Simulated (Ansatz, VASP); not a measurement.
**C: VASP beside Ansatz**

Contents of INCAR:

```
SYSTEM = C
  PREC = Accurate
  ENCUT = 520
  EDIFF = 1E-7
  ISMEAR = 0
  SIGMA = 0.05
  LREAL = .FALSE.
  LASPH = .TRUE.
  NELM = 80
  ALGO = Normal
  ISIF = 2
  LWAVE = .FALSE.
  LCHARG = .TRUE.
  GGA = PE
  LELF = .TRUE.
  LVHAR = .TRUE.
  NBANDS = 36
```

File KPOINTS:

```
Automatic mesh
0
G
  12 12 2
  0 0 0
```

The input POSCAR:

```
C
1.0
    2.5961621202     -0.0462520145     -0.0462520145
   -1.3381364796      2.2714683557     -0.0169294123
   -0.2280742143     -0.2280742143     12.8019858714
C
12
Direct
    0.0000000000      0.0000000000      0.1868593266
    0.0000000000      0.0000000000      0.6868593266
    0.0000000000      0.0000000000      0.3131406734
    0.0000000000      0.0000000000      0.8131406734
    0.3333333333      0.6666666667      0.5207665411
    0.6666666667      0.3333333333      0.0207665411
    0.3333333333      0.6666666667      0.9792334589
    0.6666666667      0.3333333333      0.4792334589
    0.3333333333      0.6666666667      0.6450950823
    0.6666666667      0.3333333333      0.1450950823
    0.3333333333      0.6666666667      0.8549049177
    0.6666666667      0.3333333333      0.3549049177
```

Input for Ansatz:

```yaml
crystal:
  lattice:
    - [2.5961621202, -0.0462520145, -0.0462520145]
    - [-1.3381364796, 2.2714683557, -0.0169294123]
    - [-0.2280742143, -0.2280742143, 12.8019858714]
  atoms:
    - { symbol: C, position: [0.0, 0.0, 0.1868593266] }
    - { symbol: C, position: [0.0, 0.0, 0.6868593266] }
    - { symbol: C, position: [0.0, 0.0, 0.3131406734] }
    - { symbol: C, position: [0.0, 0.0, 0.8131406734] }
    - { symbol: C, position: [0.3333333333, 0.6666666667, 0.5207665411] }
    - { symbol: C, position: [0.6666666667, 0.3333333333, 0.0207665411] }
    - { symbol: C, position: [0.3333333333, 0.6666666667, 0.9792334589] }
    - { symbol: C, position: [0.6666666667, 0.3333333333, 0.4792334589] }
    - { symbol: C, position: [0.3333333333, 0.6666666667, 0.6450950823] }
    - { symbol: C, position: [0.6666666667, 0.3333333333, 0.1450950823] }
    - { symbol: C, position: [0.3333333333, 0.6666666667, 0.8549049177] }
    - { symbol: C, position: [0.6666666667, 0.3333333333, 0.3549049177] }
basis:
  ecutwfc: 520.0
kpoints:
  mp_grid: { grid: [12, 12, 2] }
hamiltonian:
  xc: pbe
  pseudopotentials: { kind: paw, azcp: { folder: soft_1 } }
scf:
  occupations: { method: gaussian, width: 0.05 }
output:
  forces: true
  stress: true
  eigenvalues: true
```

Change from the starting cell: equal engineering shear yz, xz and xy -0.0367, equal normal strain along x, y and z +0.0300.

Alike in both runs: task single point; functional PBE; k mesh 12 × 12 × 2; occupations gaussian, width 0.05 eV; no spin polarisation.

|  | VASP | Ansatz |
| --- | --- | --- |
| version | VASP 6.6.1 | Ansatz 0.2.0 |
| potentials or method | VASP PAW PBE potentials, release 64 (C), cutoff 520 eV | scalar-relativistic, plane waves, PAW |
| valence electrons in the cell | 48 | 48 |

```tsv
	VASP	Ansatz	Ansatz less VASP
gap on the k mesh at the Fermi level (eV)	3.40	3.41	+0.006
least direct gap on the mesh (eV)	4.46	4.46	+0.004
pressure (GPa)	-31.2	-31.6	-0.34
traceless stress, the component that is largest in VASP (GPa)	15.97	15.90	-0.068
rms of the force components (eV/Å)	0.042	0.040	-0.0022
```

Atom by atom the forces differ by 0.006 eV/Å (rms over components). Both programs put the cell under strong tension, so it lies far from rest at this level. With one functional, cell and mesh, what is left measures potentials, basis and numerics.

Noted on VASP's run: the cell as given lies far from equilibrium.
